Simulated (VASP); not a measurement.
Yb:

```xyz
2
Lattice="3.8799 0.0000 0.0000 -1.9400 3.3601 0.0000 0.0000 0.0000 6.3859" Properties=species:S:1:pos:R:3 pbc="T T T"
Yb    1.9400    1.1200    4.7894
Yb    0.0000    2.2401    1.5965
```

Program: VASP 6.6.1. Alike in all runs: task single point; potentials or basis VASP PAW PBE potentials, release 64 (Yb); cell as given; cutoff (eV) 520; smearing fermi-dirac 0.05 eV. Hardware: 1 thread of Intel(R) Xeon(R) 6975P-C (Granite Rapids), on a shared host.

Problem. Order these runs on this cell by their wall time, lowest first.
A. level LDA; spin collinear, antiferromagnetic start; k mesh 6 × 6 × 3
B. level PBE; spin collinear, zero start; fixed moment (μB) 0.0; k mesh 7 × 7 × 4
C. level LDA; spin off; k mesh 6 × 6 × 3

Solution. C (78 s), A (210 s), B (450 s).

Caveats: the total moment is fixed, so each spin has its own Fermi level (some runs).
